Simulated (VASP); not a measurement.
A run of VASP 6.6.1:

Contents of INCAR:

```
ALGO = Normal ; EDIFF = 1E-6
ENCUT = 520 ; GGA = PE
ISIF = 2 ; ISMEAR = 0
LASPH = True ; LCHARG = False
LREAL = False ; LWAVE = False
NBANDS = 36 ; NELM = 80
PREC = Accurate ; SIGMA = 0.1
```

The input KPOINTS:

```
k-points
0
Gamma
  4 4 4
```

File POSCAR:

```
Cd3InO
1.0
    4.9854541100      0.0000000000      0.0000000000
    0.0000000000      4.9854541100      0.0000000000
    0.0000000000      0.0000000000      4.9854541100
Cd In O
3 1 1
Direct
    0.0000000000      0.5000000000      0.5000000000
    0.5000000000      0.0000000000      0.5000000000
    0.5000000000      0.5000000000      0.0000000000
    0.5000000000      0.5000000000      0.5000000000
    0.0000000000      0.0000000000      0.0000000000
```

Potentials or basis: VASP PAW PBE potentials, release 64 (Cd, In_d, O).

Run with:

```sh
$ cat potpaw_PBE.64/Cd/POTCAR potpaw_PBE.64/In_d/POTCAR potpaw_PBE.64/O/POTCAR > POTCAR
$ mpirun -np 1 vasp_std > vasp.out
```

Hardware: 1 thread of AMD EPYC 7R43 64-Core Processor (Zen 3), with other jobs on the host.

**Question.** How long does it take, and how much memory?

**Answer.** It took 100 s on 1 thread of AMD EPYC 7R43 64-Core Processor (Zen 3) (shared host), peak memory 0.22 GiB. Counts: scf iterations 18, k points 10.
